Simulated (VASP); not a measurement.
Runs of VASP 6.6.1 on Pt. The structure is that of space group P6_3/mmc (No. 194), or close to it. The cells are those of the table. 

```csv
cell,gap on the mesh (eV),pressure (GPa)
"a = 2.899, b = 2.899, c = 4.553 Å, angles 90.0, 90.0, 120.0°, 2 atoms",none,(a)
"a = 2.830, b = 2.830, c = 4.672 Å, angles 90.0, 90.0, 120.0°, 2 atoms",none,-11.4
"a = 2.761, b = 2.761, c = 5.032 Å, angles 90.0, 90.0, 120.0°, 2 atoms",none,(b)
"a = 2.830, b = 2.830, c = 4.792 Å, angles 90.0, 90.0, 120.0°, 2 atoms",none,-16.2
"a = 2.761, b = 2.761, c = 4.912 Å, angles 90.0, 90.0, 120.0°, 2 atoms",none,-10.6
"a = 2.899, b = 2.899, c = 4.672 Å, angles 90.0, 90.0, 120.0°, 2 atoms",none,-19.6
```

Alike in all rows: task single point; level r2SCAN; potentials or basis VASP PAW PBE potentials, release 64 (Pt); no spin polarisation; k mesh 18 × 18 × 10; cutoff (eV) 520; smearing gaussian 0.15 eV.

**Question.** Estimate the missing entries.

**Answer.** (a) -14.8; (b) -14.2.

Caveats: the PAW data sets were made with another functional, which shifts forces and pressure a little; spin-orbit coupling is left out, which moves the levels of the heavy elements.

A k mesh can miss the band edges, and the runs leave out spin-orbit coupling on Pt.

A gap of «none» marks levels without a gap at the run's occupations.
